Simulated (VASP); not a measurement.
Rh, 1 atom in the cell. It takes space group Fm-3m (No. 225, cubic). Conventional cell: a = 3.796 Å, b = 3.796 Å, c = 3.796 Å, α = 90.00°, β = 90.00°, γ = 90.00°. Rh (site symmetry m-3m) has 12 Rh at 2.68 Å within 3.5 Å. 

| Property | Result |
| --- | --- |
| Program | VASP 6.6.1 |
| Task | single point |
| Functional | PBE-based screened hybrid with 25 % exact exchange |
| Potentials or basis | VASP PAW PBE potentials, release 64 (Rh_pv) |
| Cutoff | 520 eV |
| k mesh | 6 × 6 × 6 |
| Occupations | fermi-dirac, width 0.05 eV |
| Spin | no spin polarisation |
| Dipole correction | no |
| Grid for exact exchange (PRECFOCK) | Normal |
| Share of exact exchange | 0.25 |
| Further INCAR settings | ALGO = Normal; EDIFF = 1e-06; NBANDS = 14 |
| Screening parameter | 0.3 1/Å |

Potentials or basis: VASP PAW PBE potentials, release 64 (Rh_pv).

Launch:

```sh
$ cat potpaw_PBE.64/Rh_pv/POTCAR > POTCAR
$ cp INCAR.step1 INCAR
$ mpirun -np 1 vasp_std > vasp.out
$ cp INCAR.step2 INCAR
$ mpirun -np 1 vasp_std > vasp.out
```

Hardware: 1 thread of AMD EPYC 7R13 Processor (Zen 3), on a shared host.

Q: How long does it take, and how much memory?

A: Wall time 13 min on 1 thread of AMD EPYC 7R13 Processor (Zen 3), with other jobs on the host, peak memory 0.2 GiB. Counts: k points 16.
